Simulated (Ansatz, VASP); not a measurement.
**Two plane-wave programs on PbS**

```
Pb S
1.0
     3.58899    0.00000    0.00000
     0.00000    3.58899    0.00000
     0.00000    0.00000    3.58899
Pb S
1 1
Direct
  0.00000 0.00000 0.00000
  0.50000 0.50000 0.50000
```

Alike in both runs: task single point; functional PBEsol; k mesh 12 × 12 × 12; occupations gaussian, width 0.1 eV; no spin polarisation.

|  | VASP | Ansatz |
| --- | --- | --- |
| version | VASP 6.6.1 | Ansatz 0.2.0 |
| potentials or method | VASP PAW PBE potentials, release 64 (Pb_d, S), cutoff 520 eV | scalar-relativistic, plane waves, PAW |
| valence electrons in the cell | 20 | 20 |

```tsv
	VASP	Ansatz	Ansatz less VASP
gap on the k mesh at the Fermi level (eV)	none	none	-
pressure (GPa)	-0.5	-0.4	+0.04
```

VASP's potentials were made for PBE, not for PBEsol. A gap of «none» marks a metal or a gap that the smearing closes. With one functional, cell and mesh, what is left measures potentials, basis and numerics.

Spin-orbit coupling is off throughout.
